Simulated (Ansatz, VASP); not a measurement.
# Sc in VASP and in Ansatz

```
Sc
1.0
     5.19459    0.00000    0.00000
    -2.59729    4.49864    0.00000
     0.00000    0.00000    3.26276
Sc
3
Direct
  0.00000 0.00000 0.00000
  0.33333 0.66667 0.50000
  0.66667 0.33333 0.50000
```

Alike in both runs: task single point; functional PBEsol; k mesh 8 × 8 × 11; occupations fermi-dirac, width 0.1 eV; no spin polarisation.

|  | VASP | Ansatz |
| --- | --- | --- |
| version | VASP 6.6.1 | Ansatz 0.2.0 |
| potentials or method | VASP PAW PBE potentials, release 64 (Sc_sv), cutoff 520 eV | plane waves (420 eV) with PAW, scalar-relativistic |
| valence electrons in the cell | 33 | 33 |

|  | VASP | Ansatz | Ansatz less VASP |
| --- | --- | --- | --- |
| pressure (GPa) | -3.8 | -3.8 | 0.00 |
| traceless stress, the component that is largest in VASP (GPa) | -0.09 | -0.09 | 0.000 |

VASP's potentials were made for PBE, not for PBEsol, and Ansatz warns of the same on its side. The functional is the same, so the differences come from potentials, cutoffs and numerics.
